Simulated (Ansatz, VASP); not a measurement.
## KPd: VASP beside Ansatz

```
K Pd
1.0
     2.50137   -5.51656    0.00000
     2.50137    5.51656    0.00000
     0.00000    0.00000    4.67511
K Pd
2 2
Direct
  0.85693 0.14307 0.75000
  0.14307 0.85693 0.25000
  0.54753 0.45247 0.75000
  0.45247 0.54753 0.25000
```

Alike in both runs: functional PBE; k mesh 4 × 4 × 4; occupations gaussian, width 0.1 eV; no spin polarisation.

Ansatz relaxed the structure, and its values are those at the end. VASP's run is a single point on that final structure, the one shown.

|  | VASP | Ansatz |
| --- | --- | --- |
| version | VASP 6.6.1 | Ansatz 0.2.0 |
| potentials or method | VASP PAW PBE potentials, release 64 (K_sv, Pd), cutoff 520 eV | scalar-relativistic, plane waves, PAW |
| valence electrons in the cell | 38 | 54 |

VASP gave:

* gap on the k mesh at the Fermi level (eV): none
* pressure (GPa): 0.1
* rms of the force components (eV/Å): 0.015

Task: What did Ansatz give for the same quantities?

Result: gap on the k mesh at the Fermi level (eV): none; pressure (GPa): 0.1; rms of the force components (eV/Å): 0.009.

A gap of «none» marks a metal or a gap that the smearing closes. VASP's potentials hold 38 valence electrons a cell and Ansatz's 54, so a difference there can come from the potentials and not from the codes.
